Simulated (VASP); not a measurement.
# TePt3 (P6_3/mmc) in VASP: further runs, part 2 of 3

VASP 6.6.1. The steps go on from the part before.

### Step 3. Single point, PBE

This run uses another cell than the first one, of 19.91 Å³/atom, 1.131 times its volume.

INCAR reads:

```
SYSTEM = TePt3
PREC = Accurate
ENCUT = 520
EDIFF = 1E-6
ISMEAR = 0
SIGMA = 0.1
LREAL = .False.
LASPH = .True.
NELM = 100
ALGO = Fast
ISIF = 2
LWAVE = .False.
LCHARG = .False.
GGA = PE
NBANDS = 46
```

KPOINTS reads:

```
regular mesh
0
Gamma
  3 3 4
  0 0 0
```

POSCAR reads:

```
TePt3
1.0
    6.1195431884      0.0000000000      0.0000000000
   -3.0597715942      5.2996798607      0.0000000000
    0.0000000000      0.0000000000      4.9118776072
Te Pt
2 6
Direct
    0.3333333333      0.6666666667      0.2500000000
    0.6666666667      0.3333333333      0.7500000000
    0.8330000000      0.6660000000      0.2500000000
    0.1670000000      0.8330000000      0.7500000000
    0.3340000000      0.1670000000      0.2500000000
    0.1670000000      0.3340000000      0.7500000000
    0.8330000000      0.1670000000      0.2500000000
    0.6660000000      0.8330000000      0.7500000000
```

Potentials or basis: VASP PAW PBE potentials, release 64 (Te, Pt).

Started as:

```
cat potpaw_PBE.64/Te/POTCAR potpaw_PBE.64/Pt/POTCAR > POTCAR
mpirun -np 1 vasp_std > vasp.out
```

OUTCAR:

```text
SYSTEM = TePt3
   PREC = Accurate
   ENCUT = 520
   EDIFF = 1E-6
   ISMEAR = 0
   LREAL = .False.
   LASPH = .True.
   NELM = 100
   ISIF = 2
   GGA = PE

 ion  position               nearest neighbor table
   1  0.333  0.667  0.250-   4 3.02   4 3.02   6 3.02   6 3.02   8 3.02   8 3.02   5 3.06   3 3.06
                             7 3.06   7 3.06   5 3.06   3 3.06
   2  0.667  0.333  0.750-   7 3.02   7 3.02   3 3.02   3 3.02   5 3.02   5 3.02   8 3.06   6 3.06
                             4 3.06   4 3.06   8 3.06   6 3.06
   3  0.833  0.666  0.250-   2 3.02   2 3.02   8 3.03   4 3.03   4 3.03   8 3.03   5 3.05   7 3.05
                             1 3.06   1 3.06   7 3.07   5 3.07
   4  0.167  0.833  0.750-   1 3.02   1 3.02   5 3.03   5 3.03   3 3.03   3 3.03   6 3.05   8 3.05
                             2 3.06   2 3.06   6 3.07   8 3.07
   5  0.334  0.167  0.250-   2 3.02   2 3.02   4 3.03   4 3.03   6 3.03   6 3.03   3 3.05   7 3.05
                             1 3.06   1 3.06   3 3.07   7 3.07
   6  0.167  0.334  0.750-   1 3.02   1 3.02   7 3.03   5 3.03   5 3.03   7 3.03   8 3.05   4 3.05
                             2 3.06   2 3.06   4 3.07   8 3.07
   7  0.833  0.167  0.250-   2 3.02   2 3.02   8 3.03   8 3.03   6 3.03   6 3.03   3 3.05   5 3.05
                             1 3.06   1 3.06   3 3.07   5 3.07
   8  0.666  0.833  0.750-   1 3.02   1 3.02   7 3.03   7 3.03   3 3.03   3 3.03   6 3.05   4 3.05
                             2 3.06   2 3.06   6 3.07   4 3.07

  LATTYP: Found a hexagonal cell.
 ALAT       =     6.1195431884
 C/A-ratio  =     0.8026542923

  Lattice vectors:

 A1 = (   6.1195431884,   0.0000000000,   0.0000000000)
 A2 = (  -3.0597715942,   5.2996798607,   0.0000000000)
 A3 = (   0.0000000000,   0.0000000000,   4.9118776072)

Analysis of symmetry for initial positions (statically):
=====================================================================
 Subroutine PRICEL returns:
 Original cell was already a primitive cell.

 Routine SETGRP: Setting up the symmetry group for a
 hexagonal supercell.

 Subroutine GETGRP returns: Found 24 space group operations
 (whereof 12 operations were pure point group operations)
 out of a pool of 24 trial point group operations.

The static configuration has the point symmetry D_3d.
 The point group associated with its full space group is D_6h.

Analysis of symmetry for dynamics (positions and initial velocities):
=====================================================================
 Subroutine PRICEL returns:
 Original cell was already a primitive cell.

 Routine SETGRP: Setting up the symmetry group for a
 hexagonal supercell.

 Subroutine GETGRP returns: Found 24 space group operations
 (whereof 12 operations were pure point group operations)
 out of a pool of 24 trial point group operations.

The dynamic configuration has the point symmetry D_3d.
 The point group associated with its full space group is D_6h.

 Subroutine INISYM returns: Found 24 space group operations
 (whereof 12 operations are pure point group operations),
 and found     1 'primitive' translations

----------------------------------------------------------------------------------------

                                     Primitive cell

  volume of cell :     159.3001

  direct lattice vectors                    reciprocal lattice vectors
[... 63 lines left out ...]
  0.333333  0.000000  0.500000      6.000000
  0.333333  0.333333  0.500000      2.000000
   k-points           NKPTS =      9   k-points in BZ     NKDIM =      9   number of bands    NBANDS=     46
   number of dos      NEDOS =    301   number of ions     NIONS =      8
   total plane-waves  NPLWV =  92160
   dimension x,y,z NGX =    48 NGY =   48 NGZ =   40
   dimension x,y,z NGXF=    96 NGYF=   96 NGZF=   80
   ions per type =               2   6
   NGX,Y,Z   is equivalent  to a cutoff of  13.04, 13.04, 13.54 a.u.
   NGXF,Y,Z  is equivalent  to a cutoff of  26.08, 26.08, 27.08 a.u.
 SYSTEM =  TePt3
   PREC   = accura    normal or accurate (medium, high low for compatibility)
   ISTART =      0    job   : 0-new  1-cont  2-samecut
   ICHARG =      2    charge: 1-file 2-atom 10-const
   ISPIN  =      1    spin polarized calculation?
   LNONCOLLINEAR =      F non collinear calculations
   LSORBIT =      F    spin-orbit coupling
   LASPH  =      T    aspherical Exc in radial PAW
   ENCUT  =  520.0 eV  38.22 Ry    6.18 a.u.  11.38 11.38  9.13*2*pi/ulx,y,z
   NELM   =    100;   NELMIN=  2; NELMDL= -5     # of ELM steps
   EDIFF  = 0.1E-05   stopping-criterion for ELM
   LREAL  =      F    real-space projection
   EDIFFG = 0.1E-04   stopping-criterion for IOM
   NSW    =      0    number of steps for IOM
   IBRION =     -1    ionic relax: 0-MD 1-quasi-New 2-CG
   NFREE  =      0    steps in history (QN), initial steepest desc. (CG)
   ISIF   =      2    stress and relaxation
   ISYM   =      2    0-nonsym 1-usesym 2-fastsym
   POTIM  = 0.5000    time-step for ionic-motion
   TEBEG  =    0.0;   TEEND  =   0.0 temperature during run
   PSTRESS=    0.0 pullay stress
   NELECT =      72.0000    total number of electrons
   NUPDOWN=      -1.0000    fix difference up-down
   EMIN   =  10.00;   EMAX   =-10.00  energy-range for DOS
   EFERMI =   0.00;   METHOD = LEGACY
   ISMEAR =     0;   SIGMA  =   0.10  broadening in eV -4-tet -1-fermi 0-gaus
   EFERMI_NEDOS =   21; number of points for ismear=-14 and -15
   IALGO  =     68    algorithm
   IMIX   =      4    mixing-type and parameters
     AMIX     =   0.40;   BMIX     =  1.00
     AMIX_MAG =   1.60;   BMIX_MAG =  1.00
  volume/ion in A,a.u.               =      19.91       134.38
  Fermi-wavevector in a.u.,A,eV,Ry     =   1.256359  2.374173 21.475937  1.578437
  Thomas-Fermi vector in A             =   2.390070
   LORBIT       =      0    0 simple, 1 ext, 2 COOP (PROOUT), +10 PAW based schemes
   GGA     = PE    functional components
   LHFCALC =     F    Hartree Fock is set to
   AEXX    =    0.0000 exact exchange contribution
   IVDW    =     0    specifies the selected vdW correction
   LEPSILON=     F    determine dielectric tensor
   LRPA    =     F    only Hartree local field effects (RPA)
 non-spin polarized calculation
 RMM-DIIS sequential band-by-band and
 Gauss-broadening in eV      SIGMA  =   0.10
  energy-cutoff  :      520.00
  volume of cell :      159.30
 maximum number of plane-waves:      4315
 NGX is ok and might be reduce to    48
   NGX = 23   NGY = 23   NGZ = 19

 number of electron      71.9999991 magnetization

 Free energy of the ion-electron system (eV)
  ---------------------------------------------------
  ext. energy  EPLUGINS =         0.00000000
  ---------------------------------------------------
  free energy    TOTEN  =       -40.83972662 eV

  energy without entropy =      -40.78097338  energy(sigma->0) =      -40.81035000

 E-fermi :   8.6975     XC(G=0): -11.8346

 val. band max:        8.6735752222   @ k =   0.3333   0.0000   0.0000
 cond. band min:       8.7220325963   @ k =   0.3333   0.0000   0.2500
 fundamental gap:      0.0484573741
 Fermi energy:         8.6974874361

 k-point     1 :       0.0000    0.0000    0.0000
  band No.  band energies     occupation
      1      -4.2867      2.00000
      2      -3.2652      2.00000
      3       3.2156      2.00000
      4       3.4497      2.00000
      5       3.4497      2.00000
      6       3.6050      2.00000
[... 430 lines left out ...]
     45      14.5561      0.00000
     46      14.5643      0.00000

------------------------ aborting loop because EDIFF is reached ----------------------------------------

  FORCE on cell =-STRESS in cart. coord.  units (eV):
  Direction    XX          YY          ZZ          XY          YZ          ZX
  --------------------------------------------------------------------------------------
  -------------------------------------------------------------------------------------
  Total      -16.6190166    -16.6190166    -14.7987404      0.0000000      0.0000000     -0.0000000
  in kB     -167.1474389   -167.1474389   -148.8398278      0.0000000      0.0000000     -0.0000000
  external PRESSURE =    -161.0449019 kB  Pullay stress =       0.0000000 kB

 VOLUME and BASIS-vectors are now :
 -----------------------------------------------------------------------------
  energy-cutoff  :      520.00
  volume of cell :      159.30
      direct lattice vectors                 reciprocal lattice vectors
     6.119543188  0.000000000  0.000000000     0.163410890  0.094345321  0.000000000
    -3.059771594  5.299679861  0.000000000     0.000000000  0.188690643  0.000000000
     0.000000000  0.000000000  4.911877607     0.000000000  0.000000000  0.203588135

 POSITION                                       TOTAL-FORCE (eV/Angst)
 -----------------------------------------------------------------------------------
     -0.00000      3.53312      1.22797        -0.000000     -0.000000      0.000000
      3.05977      1.76656      3.68391        -0.000000      0.000000      0.000000
      3.05977      3.52959      1.22797        -0.000000      0.326050      0.000000
     -1.52683      4.41463      3.68391        -0.282367      0.163025      0.000000
      1.53295      0.88505      1.22797        -0.282367     -0.163025      0.000000
      0.00000      1.77009      3.68391        -0.000000     -0.326050     -0.000000
      4.58660      0.88505      1.22797         0.282367     -0.163025     -0.000000
      1.52683      4.41463      3.68391         0.282367      0.163025     -0.000000
 -----------------------------------------------------------------------------------
    total drift:                                0.000000     -0.000000      0.000000

  FREE ENERGIE OF THE ION-ELECTRON SYSTEM (eV)
  ---------------------------------------------------
  free  energy   TOTEN  =       -40.8397266170 eV

  energy  without entropy=      -40.7809733751  energy(sigma->0) =      -40.81035000
```

Run time: 57 s. Hardware: 1 thread of Intel Xeon Platinum 8488C (Sapphire Rapids), shared host; peak memory 0.3 GiB.

What came out:

| Quantity | Value |
| --- | --- |
| Free energy | -40.8397 eV |
| Pressure | -16.1 GPa |
| Largest force | 0.326 eV/Å |
| Band gap on the k mesh | zero (band 36 reaches 9.59 eV, above the bottom of band 37 at 8.49 eV) |

Forces in eV/Å, atoms in the order of the input:
```
Te   0.000  0.000  0.000
Te   0.000  0.000  0.000
Pt   0.000  0.326  0.000
Pt  -0.282  0.163  0.000
Pt  -0.282 -0.163  0.000
Pt   0.000 -0.326  0.000
Pt   0.282 -0.163  0.000
Pt   0.282  0.163  0.000
```

Stress tensor (GPa, compression positive):
```
-16.71   0.00   0.00
  0.00 -16.71   0.00
  0.00   0.00 -14.88
```

Levels at points of the mesh, in eV from the Fermi level:
| k point | band 32 | band 33 | band 34 | band 35 | band 36 | band 37 | band 38 | band 39 | band 40 | band 41 |
| --- | --- | --- | --- | --- | --- | --- | --- | --- | --- | --- |
| (0.00, 0.00, 0.00) | -0.34 | -0.30 | -0.30 | -0.15 | -0.12 | 0.15 | 0.15 | 0.92 | 1.37 | 1.65 |
| (0.00, 0.00, 0.50) | -1.17 | -0.31 | -0.31 | -0.31 | -0.31 | -0.21 | -0.21 | 0.51 | 0.51 | 2.88 |

Caveat: the k points lie up to 0.40 Å⁻¹ apart; spin-orbit coupling is left out, which moves the levels of the heavy elements.

### Step 4. Single point, PBE

This run uses another cell than the first one, of 17.55 Å³/atom, 0.997 times its volume.

INCAR reads:

```
SYSTEM = TePt3
PREC = Accurate
ENCUT = 520
EDIFF = 1E-7
ISMEAR = 0
SIGMA = 0.1
LREAL = .FALSE.
LASPH = .TRUE.
NELM = 100
ALGO = Fast
ISIF = 2
LWAVE = .FALSE.
LCHARG = .FALSE.
GGA = PE
NBANDS = 46
```

KPOINTS reads:

```
regular mesh
0
G
  6 6 4
  0 0 0
```

POSCAR reads:

```
TePt3
1.0
    5.7112109517      0.0000000000      0.0000000000
   -2.8556054759      4.9460537705      0.0000000000
    0.0000000000      0.0000000000      4.9698158917
Te Pt
2 6
Direct
    0.3333333333      0.6666666667      0.2500000000
    0.6666666667      0.3333333333      0.7500000000
    0.8360451872      0.6720903743      0.2500000000
    0.1639548128      0.8360451872      0.7500000000
    0.3279096257      0.1639548128      0.2500000000
    0.1639548128      0.3279096257      0.7500000000
    0.8360451872      0.1639548128      0.2500000000
    0.6720903743      0.8360451872      0.7500000000
```

Potentials or basis: VASP PAW PBE potentials, release 64 (Te, Pt).

Started as:

```
cat potpaw_PBE.64/Te/POTCAR potpaw_PBE.64/Pt/POTCAR > POTCAR
mpirun -np 1 vasp_std > vasp.out
```

OUTCAR:

```text
SYSTEM = TePt3
   PREC = Accurate
   ENCUT = 520
   EDIFF = 1E-7
   ISMEAR = 0
   LREAL = .FALSE.
   LASPH = .TRUE.
   NELM = 100
   ISIF = 2
   GGA = PE

 ion  position               nearest neighbor table
   1  0.333  0.667  0.250-   5 2.86   3 2.86   7 2.86   7 2.86   5 2.86   3 2.86   6 3.00   6 3.00
                             8 3.00   8 3.00   4 3.00   4 3.00
   2  0.667  0.333  0.750-   8 2.86   6 2.86   4 2.86   4 2.86   8 2.86   6 2.86   3 3.00   3 3.00
                             5 3.00   5 3.00   7 3.00   7 3.00
   3  0.836  0.672  0.250-   5 2.81   7 2.81   1 2.86   1 2.86   5 2.90   7 2.90   4 2.97   4 2.97
                             8 2.97   8 2.97   2 3.00   2 3.00
[... 1249 lines left out ...]
  in kB       -0.9349780     -0.9349780     -5.6790873      0.0000000      0.0000000      0.0000000
  external PRESSURE =      -2.5163477 kB  Pullay stress =       0.0000000 kB

 VOLUME and BASIS-vectors are now :
 -----------------------------------------------------------------------------
  energy-cutoff  :      520.00
  volume of cell :      140.39
      direct lattice vectors                 reciprocal lattice vectors
     5.711210952  0.000000000  0.000000000     0.175094215  0.101090692  0.000000000
    -2.855605476  4.946053770  0.000000000     0.000000000  0.202181385  0.000000000
     0.000000000  0.000000000  4.969815892     0.000000000  0.000000000  0.201214697

 POSITION                                       TOTAL-FORCE (eV/Angst)
 -----------------------------------------------------------------------------------
     -0.00000      3.29737      1.24245         0.000000      0.000000      0.000000
      2.85561      1.64868      3.72736        -0.000000     -0.000000      0.000000
      2.85561      3.32420      1.24245         0.000000     -0.012434      0.000000
     -1.45103      4.13512      3.72736         0.010768     -0.006217     -0.000000
      1.40457      0.81093      1.24245         0.010768      0.006217      0.000000
     -0.00000      1.62186      3.72736        -0.000000      0.012434     -0.000000
      4.30664      0.81093      1.24245        -0.010768      0.006217      0.000000
      1.45103      4.13512      3.72736        -0.010768     -0.006217     -0.000000
 -----------------------------------------------------------------------------------
    total drift:                                0.000000     -0.000000      0.000000

  FREE ENERGIE OF THE ION-ELECTRON SYSTEM (eV)
  ---------------------------------------------------
  free  energy   TOTEN  =       -42.0361530121 eV

  energy  without entropy=      -42.0094552622  energy(sigma->0) =      -42.02280414
```

OSZICAR:

```text
N       E                     dE             d eps       ncg     rms          rms(c)
DAV:   1     0.430699730613E+03    0.43070E+03   -0.34837E+04  1932   0.147E+03
DAV:   2    -0.228931129204E+02   -0.45359E+03   -0.43559E+03  2176   0.302E+02
DAV:   3    -0.430919292229E+02   -0.20199E+02   -0.19548E+02  2250   0.573E+01
DAV:   4    -0.434439944684E+02   -0.35207E+00   -0.35097E+00  2096   0.788E+00
DAV:   5    -0.434499886408E+02   -0.59942E-02   -0.59916E-02  2186   0.104E+00    0.336E+01
RMM:   6    -0.422586065327E+02    0.11914E+01   -0.22526E+00  1933   0.715E+00    0.194E+01
RMM:   7    -0.420440017232E+02    0.21460E+00   -0.10978E+00  1946   0.400E+00    0.575E+00
RMM:   8    -0.420467812122E+02   -0.27795E-02   -0.11357E-01  2045   0.118E+00    0.177E+00
RMM:   9    -0.420361371821E+02    0.10644E-01   -0.27768E-02  1982   0.690E-01    0.367E-01
RMM:  10    -0.420361363882E+02    0.79398E-06   -0.30259E-03  2090   0.212E-01    0.163E-01
RMM:  11    -0.420361488177E+02   -0.12430E-04   -0.46674E-04  2143   0.811E-02    0.175E-02
RMM:  12    -0.420361538049E+02   -0.49872E-05   -0.13635E-04  2188   0.361E-02    0.130E-02
RMM:  13    -0.420361542449E+02   -0.44000E-06   -0.21534E-05  2188   0.151E-02    0.820E-03
RMM:  14    -0.420361517663E+02    0.24786E-05   -0.50133E-06  2156   0.749E-03    0.553E-03
RMM:  15    -0.420361530287E+02   -0.12623E-05   -0.14782E-06  2014   0.430E-03    0.181E-03
RMM:  16    -0.420361530121E+02    0.16562E-07   -0.31786E-07  1361   0.192E-03
   1 F= -.42036153E+02 E0= -.42022804E+02  d E =-.266977E-01
```

stdout:

```text
POSCAR found type information on POSCAR TePt
 POSCAR found :  2 types and       8 ions
 scaLAPACK will be used
 LDA part: xc-table for (Slater+PW92), standard interpolation
 POSCAR, INCAR and KPOINTS ok, starting setup
 FFT: planning ... GRIDC
 FFT: planning ... GRID_SOFT
 FFT: planning ... GRID
 WAVECAR not read
 entering main loop
```

Wall time 1.8 min (1 thread of Intel Xeon Platinum 8488C (Sapphire Rapids), shared host); peak memory 0.31 GiB.

What came out:

```
Free energy            : -42.0362 eV
Pressure               : -0.3 GPa
Largest force          : 0.012 eV/Å
Band gap on the k mesh : zero (band 36 reaches 11.98 eV, above the bottom of band 37 at 10.73 eV)
```

Forces in eV/Å, atoms in the order of the input:
```
Te   0.000  0.000  0.000
Te   0.000  0.000  0.000
Pt   0.000 -0.012  0.000
Pt   0.011 -0.006  0.000
Pt   0.011  0.006  0.000
Pt   0.000  0.012  0.000
Pt  -0.011  0.006  0.000
Pt  -0.011 -0.006  0.000
```

Caveat: spin-orbit coupling is left out, which moves the levels of the heavy elements.

(Continued in part 3 of 3.)
